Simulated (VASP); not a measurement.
# Ti (Im-3m) in VASP: further runs

Runs on Ti. Level: LDA. Tasks: single point, relaxation of cell and atoms.

Everything below comes from runs of VASP 6.6.1. Logs are shortened: lines on timing, memory, paths and dates and some standing lists are left out, and cuts for length are marked.

## Step 1: The cell of the first run

It takes space group Im-3m (No. 229, cubic). The conventional cell has a = 3.165 Å, b = 3.165 Å, c = 3.165 Å, α = 90.00°, β = 90.00°, γ = 90.00°. Within 3.6 Å of Ti (site symmetry m-3m) lie 14 Ti at 2.74 to 3.17 Å.

## Step 2: Single point, LDA

File INCAR:

```
SYSTEM = Ti
  PREC = Accurate
  ENCUT = 520
  EDIFF = 1E-7
  ISMEAR = 0
  SIGMA = 0.1
  LREAL = .FALSE.
  LASPH = .TRUE.
  NELM = 100
  ALGO = Normal
  ISIF = 2
  LWAVE = .FALSE.
  LCHARG = .TRUE.
  LELF = .TRUE.
  LVHAR = .TRUE.
  NBANDS = 12
```

File KPOINTS:

```
Automatic mesh
0
G
  18 18 18
  0 0 0
```

File POSCAR:

```
Ti
1.0
   -1.5825944270      1.5825944270      1.5825944270
    1.5825944270     -1.5825944270      1.5825944270
    1.5825944270      1.5825944270     -1.5825944270
Ti
1
Direct
    0.0000000000      0.0000000000      0.0000000000
```

Potentials or basis: VASP PAW LDA potentials, release 64 (Ti_sv).

The run is started by

```
cat potpaw_LDA.64/Ti_sv/POTCAR > POTCAR
mpirun -np 1 vasp_std > vasp.out
```

OUTCAR:

```text
SYSTEM = Ti
   PREC = Accurate
   ENCUT = 520
   EDIFF = 1E-7
   ISMEAR = 0
   LREAL = .FALSE.
   LASPH = .TRUE.
   NELM = 100
   ISIF = 2

 ion  position               nearest neighbor table
   1  0.000  0.000  0.000-

  LATTYP: Found a body centered cubic cell.
 ALAT       =     3.1651888540

  Lattice vectors:

 A1 = (  -1.5825944270,   1.5825944270,   1.5825944270)
 A2 = (   1.5825944270,  -1.5825944270,   1.5825944270)
 A3 = (   1.5825944270,   1.5825944270,  -1.5825944270)

Analysis of symmetry for initial positions (statically):
=====================================================================
 Subroutine PRICEL returns:
 Original cell was already a primitive cell.

 Routine SETGRP: Setting up the symmetry group for a
 body centered cubic supercell.

 Subroutine GETGRP returns: Found 48 space group operations
 (whereof 48 operations were pure point group operations)
 out of a pool of 48 trial point group operations.

The static configuration has the point symmetry O_h .

Analysis of symmetry for dynamics (positions and initial velocities):
=====================================================================
 Subroutine PRICEL returns:
 Original cell was already a primitive cell.

 Routine SETGRP: Setting up the symmetry group for a
 body centered cubic supercell.

 Subroutine GETGRP returns: Found 48 space group operations
 (whereof 48 operations were pure point group operations)
 out of a pool of 48 trial point group operations.

The dynamic configuration has the point symmetry O_h .

 Subroutine INISYM returns: Found 48 space group operations
 (whereof 48 operations are pure point group operations),
 and found     1 'primitive' translations

----------------------------------------------------------------------------------------

                                     Primitive cell

  volume of cell :      15.8551

  direct lattice vectors                    reciprocal lattice vectors
    -1.582594427  1.582594427  1.582594427     0.000000000  0.315936914  0.315936914
     1.582594427 -1.582594427  1.582594427     0.315936914  0.000000000  0.315936914
     1.582594427  1.582594427 -1.582594427     0.315936914  0.315936914  0.000000000

  length of vectors
     2.741133955  2.741133955  2.741133955     0.446802269  0.446802269  0.446802269

[... 83 lines left out ...]
   NFREE  =      0    steps in history (QN), initial steepest desc. (CG)
   ISIF   =      2    stress and relaxation
   ISYM   =      2    0-nonsym 1-usesym 2-fastsym
   POTIM  = 0.5000    time-step for ionic-motion
   TEBEG  =    0.0;   TEEND  =   0.0 temperature during run
   PSTRESS=    0.0 pullay stress
   NELECT =      12.0000    total number of electrons
   NUPDOWN=      -1.0000    fix difference up-down
   EMIN   =  10.00;   EMAX   =-10.00  energy-range for DOS
   EFERMI =   0.00;   METHOD = LEGACY
   ISMEAR =     0;   SIGMA  =   0.10  broadening in eV -4-tet -1-fermi 0-gaus
   EFERMI_NEDOS =   21; number of points for ismear=-14 and -15
   IALGO  =     38    algorithm
   IMIX   =      4    mixing-type and parameters
     AMIX     =   0.40;   BMIX     =  1.00
     AMIX_MAG =   1.60;   BMIX_MAG =  1.00
  volume/ion in A,a.u.               =      15.86       107.00
  Fermi-wavevector in a.u.,A,eV,Ry     =   1.491920  2.819321 30.284203  2.225826
  Thomas-Fermi vector in A             =   2.604514
   LORBIT       =      0    0 simple, 1 ext, 2 COOP (PROOUT), +10 PAW based schemes
   GGA     = CA    functional components
   LHFCALC =     F    Hartree Fock is set to
   AEXX    =    0.0000 exact exchange contribution
   IVDW    =     0    specifies the selected vdW correction
   LEPSILON=     F    determine dielectric tensor
   LRPA    =     F    only Hartree local field effects (RPA)
 non-spin polarized calculation
 Gauss-broadening in eV      SIGMA  =   0.10
  energy-cutoff  :      520.00
  volume of cell :       15.86
 maximum number of plane-waves:       440
   NGX = 11   NGY = 11   NGZ = 11

 number of electron      11.9999998 magnetization

 Free energy of the ion-electron system (eV)
  ---------------------------------------------------
  ext. energy  EPLUGINS =         0.00000000
  ---------------------------------------------------
  free energy    TOTEN  =        -8.46607783 eV

  energy without entropy =       -8.45537172  energy(sigma->0) =       -8.46072477

 E-fermi :   8.8224     XC(G=0): -12.2222

 val. band max:        8.8191896847   @ k =  -0.2778   0.3333   0.1111
 cond. band min:       8.8228598180   @ k =  -0.4444   0.5000   0.1111
 fundamental gap:      0.0036701334
 Fermi energy:         8.8224351539

 k-point     1 :       0.0000    0.0000    0.0000
  band No.  band energies     occupation
      1     -46.8440      2.00000
      2     -22.9407      2.00000
      3     -22.9407      2.00000
      4     -22.9407      2.00000
      5       2.7777      2.00000
      6       9.8505      0.00000
      7       9.8505      0.00000
      8       9.8505      0.00000
      9      11.8356      0.00000
     10      11.8356      0.00000
     11      26.9718      0.00000
     12      26.9718      0.00000
[... 331 lines left out ...]
 k-point    24 :       0.3889    0.1111    0.0000
  band No.  band energies     occupation
      1     -46.6440      2.00000
      2     -23.8097      2.00000
      3     -23.2531      2.00000
      4     -22.9877      2.00000
      5       6.4182      2.00000
      6       8.3551      2.00000
      7       9.6069      0.00000
      8      11.7594      0.00000
      9      12.3890      0.00000
     10      13.9846      0.00000
     11      19.0200      0.00000
     12      22.7852      0.00000

 [... further k-points ...]

------------------------ aborting loop because EDIFF is reached ----------------------------------------

  FORCE on cell =-STRESS in cart. coord.  units (eV):
  Direction    XX          YY          ZZ          XY          YZ          ZX
  --------------------------------------------------------------------------------------
  -------------------------------------------------------------------------------------
  Total       -0.0149225     -0.0149225     -0.0149225     -0.0000000      0.0000000     -0.0000000
  in kB       -1.5079385     -1.5079385     -1.5079385     -0.0000000      0.0000000     -0.0000000
  external PRESSURE =      -1.5079385 kB  Pullay stress =       0.0000000 kB

 VOLUME and BASIS-vectors are now :
 -----------------------------------------------------------------------------
  energy-cutoff  :      520.00
  volume of cell :       15.86
      direct lattice vectors                 reciprocal lattice vectors
    -1.582594427  1.582594427  1.582594427     0.000000000  0.315936914  0.315936914
     1.582594427 -1.582594427  1.582594427     0.315936914  0.000000000  0.315936914
     1.582594427  1.582594427 -1.582594427     0.315936914  0.315936914  0.000000000

 POSITION                                       TOTAL-FORCE (eV/Angst)
 -----------------------------------------------------------------------------------
      0.00000      0.00000      0.00000         0.000000      0.000000      0.000000
 -----------------------------------------------------------------------------------
    total drift:                                0.000000      0.000000      0.000000

  FREE ENERGIE OF THE ION-ELECTRON SYSTEM (eV)
  ---------------------------------------------------
  free  energy   TOTEN  =        -8.4660778287 eV

  energy  without entropy=       -8.4553717166  energy(sigma->0) =       -8.46072477
```

stdout:

```text
POSCAR found type information on POSCAR Ti
 POSCAR found :  1 types and       1 ions
 scaLAPACK will be used
 LDA part: xc-table for (Slater(with rela. corr.)+CA(PZ))
 , standard interpolation
 POSCAR, INCAR and KPOINTS ok, starting setup
 FFT: planning ... GRIDC
 FFT: planning ... GRID_SOFT
 FFT: planning ... GRID
 WAVECAR not read
 entering main loop
```

Wall time 24 s (1 thread of Intel Xeon Platinum 8259CL at 2.50GHz (Skylake/Cascade Lake), shared host); peak memory 0.14 GiB.

What came out:

| Property | Result |
| --- | --- |
| Free energy | -8.4661 eV |
| Pressure | -0.2 GPa |
| Band gap on the k mesh | zero (band 6 reaches 9.85 eV, above the bottom of band 7 at 8.22 eV) |

## Step 3: Relaxation of cell and atoms, LDA

This run uses another cell than the first one, of 15.90 Å³/atom, 1.003 times its volume.

File INCAR:

```
SYSTEM = Ti
ALGO = Normal
EDIFF = 1E-6
EDIFFG = -0.005
ENCUT = 600
GGA = CA
IBRION = 2
ISIF = 3
ISMEAR = 0
LASPH = .True.
LCHARG = .False.
LREAL = .False.
LWAVE = .False.
NELM = 100
NSW = 100
PREC = Accurate
SIGMA = 0.1
```

File KPOINTS:

```
k-points
0
Gamma
  18 18 18
  0 0 0
```

File POSCAR:

```
Ti
1.0
   -1.5840978701      1.5840978701      1.5840978701
    1.5840978701     -1.5840978701      1.5840978701
    1.5840978701      1.5840978701     -1.5840978701
Ti
1
Direct
    0.0000000000      0.0000000000      0.0000000000
```

Potentials or basis: VASP PAW LDA potentials, release 64 (Ti_sv).

The run is started by

```
cat potpaw_LDA.64/Ti_sv/POTCAR > POTCAR
mpirun -np 1 vasp_std > vasp.out
```

Run time: 53 s. Hardware: 1 thread of Intel Xeon Platinum 8259CL at 2.50GHz (Skylake/Cascade Lake), shared host; peak memory 0.16 GiB.

Results (log left out):

```yaml
Free_energy: -8.4658 eV
Relaxed_volume: 15.84 Å³/atom
Relaxed_cell: a = 2.740 Å, b = 2.740 Å, c = 2.740 Å, α = 109.47°, β = 109.47°, γ = 109.47°
Space_group_after_relaxing_to_0.05_Å: Im-3m (No. 229)
Energy_gained_by_relaxing: 0.1 meV/atom
Ionic_steps: 4
Pressure_after_relaxing: 0.0 GPa
Band_gap_on_the_k_mesh: zero (band 6 reaches 9.86 eV, above the bottom of band 7 at 8.22 eV)
```

The path:
| step | energy change (eV) | largest force (eV/Å) | pressure (GPa) | volume (Å³) |
| --- | --- | --- | --- | --- |
| 1 | 0.0000 | 0.0000 | -0.44 | 15.90 |
| 2 | -0.0001 | 0.0000 | 0.23 | 15.80 |
| 3 | -0.0001 | 0.0000 | 0.08 | 15.83 |
| 4 | -0.0001 | 0.0000 | -0.04 | 15.84 |

Final structure:
```yaml
crystal:
  lattice:
    - [-1.58209, 1.58209, 1.58209]
    - [1.58209, -1.58209, 1.58209]
    - [1.58209, 1.58209, -1.58209]
  atoms:
    - { symbol: Ti, position: [0.00000, 0.00000, 0.00000] }
```

Levels at points of the mesh, in eV from the Fermi level:
```tsv
k point	band 3	band 4	band 5	band 6	band 7	band 8	band 9	band 10
(0.00, 0.00, 0.00)	-31.76	-31.76	-6.05	1.03	1.03	1.03	3.02	3.02
(0.50, 0.00, 0.00)	-32.05	-31.77	-2.68	-0.53	1.56	3.02	3.41	4.79
(0.50, 0.50, 0.50)	-32.39	-32.39	-2.43	-2.43	4.38	4.38	4.38	9.19
```
